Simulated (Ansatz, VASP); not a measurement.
# One calculation of Nb, two programs

```
Nb
1.0
    -1.65148    1.65148    1.65148
     1.65148   -1.65148    1.65148
     1.65148    1.65148   -1.65148
Nb
1
Cartesian
  0.0000 0.0000 0.0000
```

Alike in both runs: task single point; functional r2SCAN; k mesh 18 × 18 × 18; occupations gaussian, width 0.05 eV; no spin polarisation.

```csv
,VASP,Ansatz
version,VASP 6.6.1,Ansatz 0.2.0
potentials or method,"VASP PAW PBE potentials, release 64 (Nb_sv), cutoff 520 eV","scalar-relativistic, plane waves, PAW"
valence electrons in the cell,13,13
```

|  | VASP | Ansatz | Ansatz less VASP |
| --- | --- | --- | --- |
| pressure (GPa) | 0.0 | 0.2 | +0.20 |

VASP's potentials were made for PBE, not for r2SCAN.
